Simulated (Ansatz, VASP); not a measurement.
# Pd: VASP beside Ansatz

```xyz
2
Lattice="3.0538 0.0000 0.0000 0.0000 3.0538 0.0000 0.0000 0.0000 3.0538" Properties=species:S:1:pos:R:3 pbc="T T T"
Pd    0.0000    0.0000    0.0000
Pd    1.5269    1.5269    1.5269
```

Alike in both runs: task single point; functional LDA; k mesh 12 × 12 × 12; occupations fermi-dirac, width 0.05 eV; collinear spin.

|  | VASP | Ansatz |
| --- | --- | --- |
| version | VASP 6.6.1 | Ansatz 0.2.0 |
| potentials or method | VASP PAW LDA potentials, release 64 (Pd), cutoff 520 eV | plane waves (420 eV) with PAW, scalar-relativistic |
| valence electrons in the cell | 20 | 36 |

```tsv
	VASP	Ansatz	Ansatz less VASP
pressure (GPa)	0.5	0.3	-0.22
net moment per atom (μB)	0.00	0.00	0.000
```

Ansatz warns that its potentials were made for another functional, while VASP's fit it. LDA's correlation is that of Perdew and Zunger in VASP and of Perdew and Wang (1992) in Ansatz. VASP's potentials hold 20 valence electrons a cell and Ansatz's 36, so a difference there can come from the potentials and not from the codes. Ansatz's warnings: seeded moment not kept.
